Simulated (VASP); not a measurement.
A run of VASP 6.6.1:

The input INCAR:

```
PREC = Accurate
ENCUT = 520
EDIFF = 1E-6
ISMEAR = 0
SIGMA = 0.15
LREAL = False
LASPH = True
NELM = 60
ALGO = Normal
ISIF = 2
LWAVE = False
LCHARG = False
GGA = PS
NBANDS = 16
```

KPOINTS

```
Automatic mesh
0
Gamma
  14 14 14
```

POSCAR

```
InP
1.0
    0.0000000000      2.9406500000      2.9406500000
    2.9406500000      0.0000000000      2.9406500000
    2.9406500000      2.9406500000      0.0000000000
In P
1 1
Direct
    0.0000000000      0.0000000000      0.0000000000
    0.5000000000      0.5000000000      0.5000000000
```

Potentials or basis: VASP PAW PBE potentials, release 64 (In_d, P).

Launch:

```bash
$ cat potpaw_PBE.64/In_d/POTCAR potpaw_PBE.64/P/POTCAR > POTCAR
$ mpirun -np 1 vasp_std > vasp.out
```

Hardware: 1 thread of Intel(R) Xeon(R) Platinum 8488C (Sapphire Rapids), with other jobs on the host.

Estimate the wall time of this run.

Run time: 51 s on 1 thread of Intel(R) Xeon(R) Platinum 8488C (Sapphire Rapids) (shared host), peak memory 0.22 GiB. Counts: scf iterations 12, k points 104.
